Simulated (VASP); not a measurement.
# Os (P6_3/mmc) in VASP: further runs, part 2 of 2

VASP 6.6.1. The steps go on from the part before.

### Step 3. Single point, BLYP

This run uses another cell than the first one, of 14.82 Å³/atom, 1.019 times its volume.

The input, INCAR:

```
PREC = Accurate
ENCUT = 520
EDIFF = 1E-6
ISMEAR = -1
SIGMA = 0.05
LREAL = False
LASPH = True
NELM = 80
ALGO = Normal
ISIF = 2
LWAVE = False
LCHARG = True
GGA = B5
ALDAX = 1.0
AGGAX = 1.0
AGGAC = 1.0
ALDAC = 0.0
LELF = True
LVHAR = True
NBANDS = 15
```

The input, KPOINTS:

```
Automatic mesh
0
Gamma
  11 11 6
```

The input, POSCAR:

```
Os
1.0
    2.7877234178      0.0000000000      0.0000000000
   -1.3938617089      2.4142392985      0.0000000000
    0.0000000000      0.0000000000      4.4044215090
Os
2
Direct
    0.6666666667      0.3333333333      0.7500000000
    0.3333333333      0.6666666667      0.2500000000
```

Potentials or basis: VASP PAW PBE potentials, release 64 (Os).

Started as:

```console
$ cat potpaw_PBE.64/Os/POTCAR > POTCAR
$ mpirun -np 1 vasp_std > vasp.out
```

OUTCAR:

```text
PREC = Accurate
   ENCUT = 520
   EDIFF = 1E-6
   ISMEAR = -1
   LREAL = False
   LASPH = True
   NELM = 80
   ISIF = 2
   GGA = B5

 ion  position               nearest neighbor table
   1  0.667  0.333  0.750-   2 2.73   2 2.73   2 2.73   2 2.73   2 2.73   2 2.73
   2  0.333  0.667  0.250-   1 2.73   1 2.73   1 2.73   1 2.73   1 2.73   1 2.73

  LATTYP: Found a hexagonal cell.
 ALAT       =     2.7877234178
 C/A-ratio  =     1.5799348963

  Lattice vectors:

 A1 = (   2.7877234178,   0.0000000000,   0.0000000000)
 A2 = (  -1.3938617089,   2.4142392985,   0.0000000000)
 A3 = (   0.0000000000,   0.0000000000,   4.4044215090)

Analysis of symmetry for initial positions (statically):
=====================================================================
 Subroutine PRICEL returns:
 Original cell was already a primitive cell.

 Routine SETGRP: Setting up the symmetry group for a
 hexagonal supercell.

 Subroutine GETGRP returns: Found 24 space group operations
 (whereof 12 operations were pure point group operations)
 out of a pool of 24 trial point group operations.

The static configuration has the point symmetry D_3d.
 The point group associated with its full space group is D_6h.

Analysis of symmetry for dynamics (positions and initial velocities):
=====================================================================
 Subroutine PRICEL returns:
 Original cell was already a primitive cell.

 Routine SETGRP: Setting up the symmetry group for a
 hexagonal supercell.

 Subroutine GETGRP returns: Found 24 space group operations
 (whereof 12 operations were pure point group operations)
 out of a pool of 24 trial point group operations.

The dynamic configuration has the point symmetry D_3d.
 The point group associated with its full space group is D_6h.

 Subroutine INISYM returns: Found 24 space group operations
 (whereof 12 operations are pure point group operations),
 and found     1 'primitive' translations

----------------------------------------------------------------------------------------

                                     Primitive cell

  volume of cell :      29.6428

  direct lattice vectors                    reciprocal lattice vectors
     2.787723418  0.000000000  0.000000000     0.358715644  0.207104573  0.000000000
    -1.393861709  2.414239299  0.000000000     0.000000000  0.414209147  0.000000000
     0.000000000  0.000000000  4.404421509     0.000000000  0.000000000  0.227044573

  length of vectors
     2.787723418  2.787723418  4.404421509     0.414209147  0.414209147  0.227044573

  position of ions in fractional coordinates (direct lattice)
     0.666666667  0.333333333  0.750000000
     0.333333333  0.666666667  0.250000000

  ion indices of the primitive-cell ions
   primitive index   ion index
                 1           1
                 2           2

----------------------------------------------------------------------------------------

 KPOINTS: Automatic mesh

Automatic generation of k-mesh.
 Grid dimensions read from file:
 generate k-points for:   11   11    6

 Generating k-lattice:

  Cartesian coordinates                     Fractional coordinates (reciprocal lattice)
     0.032610513  0.018827688  0.000000000     0.090909091  0.000000000  0.000000000
     0.000000000  0.037655377  0.000000000     0.000000000  0.090909091  0.000000000
     0.000000000  0.000000000  0.037840762     0.000000000  0.000000000  0.166666667

  Length of vectors
     0.037655377  0.037655377  0.037840762

  Shift w.r.t. Gamma in fractional coordinates (k-lattice)
     0.000000000  0.000000000  0.000000000

 Subroutine IBZKPT returns following result:
 ===========================================

 Found     64 irreducible k-points:

 Following reciprocal coordinates:
            Coordinates               Weight
  0.000000  0.000000  0.000000      1.000000
  0.090909 -0.000000  0.000000      6.000000
  0.181818 -0.000000  0.000000      6.000000
  0.272727 -0.000000  0.000000      6.000000
  0.363636 -0.000000  0.000000      6.000000
  0.454545  0.000000  0.000000      6.000000
[... 16 lines left out ...]
  0.090909  0.090909  0.166667     12.000000
  0.181818  0.090909  0.166667     24.000000
 [... further k-points ...]
   k-points           NKPTS =     64   k-points in BZ     NKDIM =     64   number of bands    NBANDS=     15
   number of dos      NEDOS =    301   number of ions     NIONS =      2
   total plane-waves  NPLWV =  20736
   dimension x,y,z NGX =    24 NGY =   24 NGZ =   36
   dimension x,y,z NGXF=    48 NGYF=   48 NGZF=   72
   ions per type =               2
   NGX,Y,Z   is equivalent  to a cutoff of  14.31, 14.31, 13.59 a.u.
   NGXF,Y,Z  is equivalent  to a cutoff of  28.62, 28.62, 27.18 a.u.
 SYSTEM =  unknown system
   PREC   = accura    normal or accurate (medium, high low for compatibility)
   ISTART =      0    job   : 0-new  1-cont  2-samecut
   ICHARG =      2    charge: 1-file 2-atom 10-const
   ISPIN  =      1    spin polarized calculation?
   LNONCOLLINEAR =      F non collinear calculations
   LSORBIT =      F    spin-orbit coupling
   LASPH  =      T    aspherical Exc in radial PAW
   ENCUT  =  520.0 eV  38.22 Ry    6.18 a.u.   5.18  5.18  8.19*2*pi/ulx,y,z
   NELM   =     80;   NELMIN=  2; NELMDL= -5     # of ELM steps
   EDIFF  = 0.1E-05   stopping-criterion for ELM
   LREAL  =      F    real-space projection
   EDIFFG = 0.1E-04   stopping-criterion for IOM
   NSW    =      0    number of steps for IOM
   IBRION =     -1    ionic relax: 0-MD 1-quasi-New 2-CG
   NFREE  =      0    steps in history (QN), initial steepest desc. (CG)
   ISIF   =      2    stress and relaxation
   ISYM   =      2    0-nonsym 1-usesym 2-fastsym
   POTIM  = 0.5000    time-step for ionic-motion
   TEBEG  =    0.0;   TEEND  =   0.0 temperature during run
   PSTRESS=    0.0 pullay stress
   NELECT =      16.0000    total number of electrons
   NUPDOWN=      -1.0000    fix difference up-down
   EMIN   =  10.00;   EMAX   =-10.00  energy-range for DOS
   EFERMI =   0.00;   METHOD = LEGACY
   ISMEAR =    -1;   SIGMA  =   0.05  broadening in eV -4-tet -1-fermi 0-gaus
   EFERMI_NEDOS =   21; number of points for ismear=-14 and -15
   IALGO  =     38    algorithm
   IMIX   =      4    mixing-type and parameters
     AMIX     =   0.40;   BMIX     =  1.00
     AMIX_MAG =   1.60;   BMIX_MAG =  1.00
  volume/ion in A,a.u.               =      14.82       100.02
  Fermi-wavevector in a.u.,A,eV,Ry     =   1.332934  2.518879 24.173636  1.776712
  Thomas-Fermi vector in A             =   2.461831
   LORBIT       =      0    0 simple, 1 ext, 2 COOP (PROOUT), +10 PAW based schemes
   GGA     = B5    functional components
   LHFCALC =     F    Hartree Fock is set to
   AEXX    =    0.0000 exact exchange contribution
   IVDW    =     0    specifies the selected vdW correction
   LEPSILON=     F    determine dielectric tensor
   LRPA    =     F    only Hartree local field effects (RPA)
 non-spin polarized calculation
  energy-cutoff  :      520.00
  volume of cell :       29.64
 maximum number of plane-waves:       813
 NGX is ok and might be reduce to    24
   NGX = 11   NGY = 11   NGZ = 17

 number of electron      15.9999998 magnetization

 Free energy of the ion-electron system (eV)
  ---------------------------------------------------
  ext. energy  EPLUGINS =         0.00000000
  ---------------------------------------------------
  free energy    TOTEN  =       -19.30164737 eV

  energy without entropy =      -19.28632167  energy(sigma->0) =      -19.29398452

 E-fermi :   9.1611     XC(G=0): -13.0180

 val. band max:        9.1369526428   @ k =   0.3636  -0.0000   0.3333
 cond. band min:       9.2112238159   @ k =   0.2727  -0.0000   0.0000
 fundamental gap:      0.0742711731
 Fermi energy:         9.1611117235

 k-point     1 :       0.0000    0.0000    0.0000
  band No.  band energies     occupation
      1      -1.0209      2.00000
      2       2.0216      2.00000
      3       6.4012      2.00000
      4       6.4012      2.00000
      5       6.6139      2.00000
      6       7.1546      2.00000
      7       7.1546      2.00000
      8       7.7406      2.00000
      9       7.7406      2.00000
     10       9.5584      0.00071
     11      10.7433      0.00000
     12      10.7433      0.00000
     13      17.6546      0.00000
     14      23.6075      0.00000
[... 401 lines left out ...]
      2       3.5334      2.00000
      3       4.8742      2.00000
      4       5.0598      2.00000
      5       6.1776      2.00000
      6       6.7408      2.00000
      7       7.2845      2.00000
      8       8.1424      2.00000
      9       8.7096      1.99976
     10       9.0349      1.85174
     11      11.1172      0.00000
     12      14.4055      0.00000
     13      19.2759      0.00000
     14      23.8323      0.00000
     15      24.9911      0.00000

 [... further k-points ...]
[... 5 lines left out ...]
  --------------------------------------------------------------------------------------
  -------------------------------------------------------------------------------------
  Total        0.9310357      0.9310357      0.7472329     -0.0000000     -0.0000000      0.0000000
  in kB       50.3220190     50.3220190     40.3875681     -0.0000000     -0.0000000      0.0000000
  external PRESSURE =      47.0105354 kB  Pullay stress =       0.0000000 kB

 VOLUME and BASIS-vectors are now :
 -----------------------------------------------------------------------------
  energy-cutoff  :      520.00
  volume of cell :       29.64
      direct lattice vectors                 reciprocal lattice vectors
     2.787723418  0.000000000  0.000000000     0.358715644  0.207104573  0.000000000
    -1.393861709  2.414239299  0.000000000     0.000000000  0.414209147  0.000000000
     0.000000000  0.000000000  4.404421509     0.000000000  0.000000000  0.227044573

 POSITION                                       TOTAL-FORCE (eV/Angst)
 -----------------------------------------------------------------------------------
      1.39386      0.80475      3.30332        -0.000000      0.000000      0.000000
     -0.00000      1.60949      1.10111         0.000000     -0.000000      0.000000
 -----------------------------------------------------------------------------------
    total drift:                               -0.000000      0.000000     -0.000000

  FREE ENERGIE OF THE ION-ELECTRON SYSTEM (eV)
  ---------------------------------------------------
  free  energy   TOTEN  =       -19.3016473672 eV

  energy  without entropy=      -19.2863216651  energy(sigma->0) =      -19.29398452
```

Wall time 28 s (1 thread of AMD EPYC 7R13 (Zen 3), shared host); peak memory 0.13 GiB.

What came out:

```
Free energy            : -19.3016 eV
Pressure               : 4.7 GPa
Band gap on the k mesh : zero (band 8 reaches 11.09 eV, above the bottom of band 9 at 7.54 eV)
```

Caveat: the PAW data sets were made with another functional, which shifts forces and pressure a little; spin-orbit coupling is left out, which moves the levels of the heavy elements.

### Step 4. Single point, r2SCAN+D3(BJ)

This run uses another cell than the first one, of 13.14 Å³/atom, 0.904 times its volume.

The input, POSCAR:

```
Os
1.0
    2.6782863798      0.0000000000      0.0000000000
   -1.3391431899      2.3194640436      0.0000000000
    0.0000000000      0.0000000000      4.2315181138
Os
2
Direct
    0.6666666667      0.3333333333      0.7500000000
    0.3333333333      0.6666666667      0.2500000000
```

The input, INCAR.step1:

```
SYSTEM = Os
ALGO = Normal
EDIFF = 1E-4
ENCUT = 520
GGA = PE
ISMEAR = -1
LASPH = .True.
LCHARG = .False.
LREAL = .False.
LWAVE = .True.
NBANDS = 15
NELM = 60
PREC = Accurate
SIGMA = 0.05
```

The input, INCAR.step2:

```
SYSTEM = Os
ALGO = Normal
EDIFF = 1E-7
ENCUT = 520
ISIF = 2
ISMEAR = -1
ISTART = 1
IVDW = 12
LASPH = .True.
LCHARG = .True.
LELF = .True.
LMIXTAU = .True.
LREAL = .False.
LVHAR = .True.
LWAVE = .False.
METAGGA = R2SCAN
NBANDS = 15
NELM = 60
PREC = Accurate
SIGMA = 0.05
VDW_A1 = 0.49484001
VDW_A2 = 5.73083694
VDW_S6 = 1.0
VDW_S8 = 0.78981345
```

The input, KPOINTS:

```
k-points
0
Gamma
  11 11 6
  0 0 0
```

Potentials or basis: VASP PAW PBE potentials, release 64 (Os).

Started as:

```console
$ cat potpaw_PBE.64/Os/POTCAR > POTCAR
$ cp INCAR.step1 INCAR
$ mpirun -np 1 vasp_std > vasp.out
$ cp INCAR.step2 INCAR
$ mpirun -np 1 vasp_std > vasp.out
```

OUTCAR:

```text
SYSTEM = Os
   EDIFF = 1E-7
   ENCUT = 520
   ISIF = 2
   ISMEAR = -1
   ISTART = 1
   IVDW = 12
   LASPH = .True.
   LREAL = .False.
   METAGGA = R2SCAN
   NELM = 60
   PREC = Accurate
 IVDW          = 12

 ion  position               nearest neighbor table
   1  0.667  0.333  0.750-   2 2.62   2 2.62   2 2.62   2 2.62   2 2.62   2 2.62
   2  0.333  0.667  0.250-   1 2.62   1 2.62   1 2.62   1 2.62   1 2.62   1 2.62

  LATTYP: Found a hexagonal cell.
 ALAT       =     2.6782863798
 C/A-ratio  =     1.5799348963

  Lattice vectors:

 A1 = (   2.6782863798,   0.0000000000,   0.0000000000)
 A2 = (  -1.3391431899,   2.3194640436,   0.0000000000)
 A3 = (   0.0000000000,   0.0000000000,   4.2315181138)

Analysis of symmetry for initial positions (statically):
=====================================================================
 Subroutine PRICEL returns:
 Original cell was already a primitive cell.

 Routine SETGRP: Setting up the symmetry group for a
 hexagonal supercell.

 Subroutine GETGRP returns: Found 24 space group operations
 (whereof 12 operations were pure point group operations)
 out of a pool of 24 trial point group operations.

[... 179 lines left out ...]
      7       7.7209      2.00000
      8       8.4507      2.00000
      9       8.4507      2.00000
     10      10.2699      0.32192
     11      12.1621      0.00000
     12      12.1621      0.00000
     13      20.6064      0.00000
     14      24.9688      0.00000
[... 401 lines left out ...]
      2       3.2526      2.00000
      3       4.8206      2.00000
      4       5.0582      2.00000
      5       6.4638      2.00000
      6       7.1751      2.00000
      7       7.8519      2.00000
      8       8.9286      2.00000
      9       9.6210      1.99998
     10      10.0599      1.85499
     11      12.6822      0.00000
     12      16.5543      0.00000
     13      22.0524      0.00000
     14      26.8645      0.00000
     15      27.8643      0.00000

 [... further k-points ...]

------------------------ aborting loop because EDIFF is reached ----------------------------------------

 Edisp (eV)   -0.65336

 E8    (eV) :    -0.2584

  FORCE on cell =-STRESS in cart. coord.  units (eV):
  Direction    XX          YY          ZZ          XY          YZ          ZX
  --------------------------------------------------------------------------------------
  -------------------------------------------------------------------------------------
  Total       4.85789     4.85789     5.10764    -0.00000    -0.00000     0.00000
  in kB     296.08547   296.08547   311.30803    -0.00000    -0.00000     0.00000
  external pressure =      301.16 kB  Pullay stress =        0.00 kB

 VOLUME and BASIS-vectors are now :
 -----------------------------------------------------------------------------
  energy-cutoff  :      520.00
  volume of cell :       26.29
      direct lattice vectors                 reciprocal lattice vectors
     2.678286380  0.000000000  0.000000000     0.373373067  0.215567041  0.000000000
    -1.339143190  2.319464044  0.000000000     0.000000000  0.431134081  0.000000000
     0.000000000  0.000000000  4.231518114     0.000000000  0.000000000  0.236321805

 POSITION                                       TOTAL-FORCE (eV/Angst)
 -----------------------------------------------------------------------------------
      1.33914      0.77315      3.17364        -0.000000      0.000000      0.000000
     -0.00000      1.54631      1.05788         0.000000      0.000000      0.000000
 -----------------------------------------------------------------------------------
    total drift:                                0.000000     -0.000000     -0.000000

  FREE ENERGIE OF THE ION-ELECTRON SYSTEM (eV)
  ---------------------------------------------------
  free  energy   TOTEN  =      -106.4685924286 eV

  energy  without entropy=     -106.4573802840  energy(sigma->0) =     -106.46298636
```

Wall time 72 s (1 thread of AMD EPYC 7R13 (Zen 3), shared host); peak memory 0.13 GiB.

What came out:

```yaml
Free_energy: -106.4686 eV
Pressure: 30.1 GPa
Band_gap_on_the_k_mesh: zero (band 8 reaches 12.66 eV, above the bottom of band 9 at 8.19 eV)
Dispersion_energy_per_atom: -0.327 eV
```

Stress tensor (GPa, compression positive):
```
29.61  0.00  0.00
 0.00 29.61  0.00
 0.00  0.00 31.13
```

Levels at points of the mesh, in eV from the Fermi level:
| k point | band 5 | band 6 | band 7 | band 8 | band 9 | band 10 | band 11 | band 12 |
| --- | --- | --- | --- | --- | --- | --- | --- | --- |
| (0.00, 0.00, 0.00) | -3.13 | -2.47 | -2.47 | -1.74 | -1.74 | 0.08 | 1.97 | 1.97 |
| (0.00, 0.00, 0.50) | -3.65 | -3.65 | -3.65 | -3.65 | 1.09 | 1.09 | 1.09 | 1.09 |

Caveat: the PAW data sets were made with another functional, which shifts forces and pressure a little; spin-orbit coupling is left out, which moves the levels of the heavy elements; pairwise dispersion overbinds metals, which lowers pressure and volume.

### Step 5. Single point, r2SCAN+D3(BJ)

This run uses another cell than the first one, of 13.42 Å³/atom, 0.923 times its volume.

The input, POSCAR:

```
Os
1.0
    2.6971481730      0.0000000000      0.0000000000
   -1.3485740865      2.3357988356      0.0000000000
    0.0000000000      0.0000000000      4.2613185190
Os
2
Direct
    0.6666666667      0.3333333333      0.7500000000
    0.3333333333      0.6666666667      0.2500000000
```

The input, INCAR.step1:

```
PREC = Accurate
ENCUT = 520
ISMEAR = -1
SIGMA = 0.05
LREAL = False
LASPH = True
NELM = 100
NBANDS = 15
GGA = PE
ALGO = Normal
EDIFF = 1E-4
LWAVE = True
LCHARG = False
```

The input, INCAR.step2:

```
PREC = Accurate
ENCUT = 520
EDIFF = 1E-6
ISMEAR = -1
SIGMA = 0.05
LREAL = False
LASPH = True
NELM = 100
ALGO = Normal
ISIF = 2
LWAVE = False
LCHARG = False
METAGGA = R2SCAN
LMIXTAU = True
IVDW = 12
VDW_S6 = 1.0
VDW_S8 = 0.78981345
VDW_A1 = 0.49484001
VDW_A2 = 5.73083694
NBANDS = 15
ISTART = 1
```

The input, KPOINTS:

```
Automatic mesh
0
Gamma
  11 11 6
```

Started as:

```console
$ cat potpaw_PBE.64/Os/POTCAR > POTCAR
$ cp INCAR.step1 INCAR
$ mpirun -np 1 vasp_std > vasp.out
$ cp INCAR.step2 INCAR
$ mpirun -np 1 vasp_std > vasp.out
```

It took 64 s on 1 thread of AMD EPYC 7R13 (Zen 3), shared host; peak memory 0.13 GiB.

The run converged. Its results:

```
Free energy                : -106.5531 eV
Pressure                   : 18.3 GPa
Band gap on the k mesh     : zero (band 8 reaches 12.24 eV, above the bottom of band 9 at 7.91 eV)
Dispersion energy per atom : -0.320 eV
```

Stress tensor (GPa, compression positive):
```
18.10  0.00  0.00
 0.00 18.10  0.00
 0.00  0.00 18.84
```

Levels at points of the mesh, in eV from the Fermi level:
```csv
k point,band 6,band 7,band 8,band 9,band 10,band 11
"(0.00, 0.00, 0.00)",-2.39,-2.39,-1.69,-1.69,0.07,1.92
"(0.00, 0.00, 0.50)",-3.54,-3.54,-3.54,1.05,1.05,1.05
```

Caveat: the PAW data sets were made with another functional, which shifts forces and pressure a little; spin-orbit coupling is left out, which moves the levels of the heavy elements; pairwise dispersion overbinds metals, which lowers pressure and volume.

### Step 6. The runs side by side

```tsv
level	cell	gap on the mesh (eV)	pressure (GPa)
BLYP	a = 2.770, b = 2.770, c = 4.377 Å, angles 90.0, 90.0, 120.0°, 2 atoms	none	12.1
BLYP	a = 2.788, b = 2.788, c = 4.404 Å, angles 90.0, 90.0, 120.0°, 2 atoms	none	4.7
r2SCAN+D3(BJ)	a = 2.678, b = 2.678, c = 4.232 Å, angles 90.0, 90.0, 120.0°, 2 atoms	none	30.1
r2SCAN+D3(BJ)	a = 2.697, b = 2.697, c = 4.261 Å, angles 90.0, 90.0, 120.0°, 2 atoms	none	18.3
```

Alike in all rows: task single point; potentials or basis VASP PAW PBE potentials, release 64 (Os); no spin polarisation; k mesh 11 × 11 × 6; cutoff (eV) 520; smearing fermi-dirac 0.05 eV.

Caveats: the PAW data sets were made with another functional, which shifts forces and pressure a little; spin-orbit coupling is left out, which moves the levels of the heavy elements; pairwise dispersion overbinds metals, which lowers pressure and volume (some runs).

Absolute energies hang on the potentials; compare differences alone.
